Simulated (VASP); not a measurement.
Sr2SnN2: single point with PBE

Sr2SnN2:

```
Sn Sr N
1.0
    -1.91440    1.91440    6.84792
     1.91440   -1.91440    6.84792
     1.91440    1.91440   -6.84792
Sn Sr N
1 2 2
Direct
  0.50000 0.50000 0.00000
  0.83986 0.83986 0.00000
  0.16014 0.16014 0.00000
  0.34753 0.34753 0.00000
  0.65247 0.65247 0.00000
```

| Quantity | Value |
| --- | --- |
| Program | VASP 6.6.1 |
| Task | single point |
| Functional | PBE |
| Potentials or basis | VASP PAW PBE potentials, release 64 (Sn_d, Sr_sv, N) |
| Cutoff | 520 eV |
| k mesh | 10 × 10 × 10 |
| Occupations | fermi-dirac, width 0.05 eV |
| Spin | no spin polarisation |

* Pressure: 1.0 GPa
* Largest force: 0.055 eV/Å
* Band gap on the k mesh: zero (bands 22 and 23 overlap by 0.27 eV)

Forces in eV/Å, atoms in the order of the input:
```
Sn   0.000  0.000  0.000
Sr   0.000  0.000  0.042
Sr   0.000  0.000 -0.042
N    0.000  0.000 -0.055
N    0.000  0.000  0.055
```

Stress tensor (GPa, compression positive):
```
0.94 0.00 0.00
0.00 0.94 0.00
0.00 0.00 1.23
```

Levels at points of the mesh, in eV from the Fermi level:
| k point | band 20 | band 21 | band 22 | band 23 | band 24 | band 25 |
| --- | --- | --- | --- | --- | --- | --- |
| (0.00, 0.00, 0.00) | -1.31 | -1.00 | -1.00 | 1.73 | 2.71 | 2.98 |
| (0.50, 0.00, 0.00) | -2.34 | -1.94 | -0.99 | 0.40 | 4.12 | 4.41 |
| (0.50, 0.50, 0.00) | -1.59 | -1.45 | -0.61 | 0.45 | 1.02 | 2.30 |
| (0.50, 0.50, 0.50) | -0.98 | -0.98 | 0.14 | 1.48 | 2.11 | 2.11 |

Wall time 21 min on 1 thread of Intel Xeon 8259CL, with other jobs on the host, peak memory 0.62 GiB.

Caveat: spin-orbit coupling is left out, which moves the levels of the heavy elements.
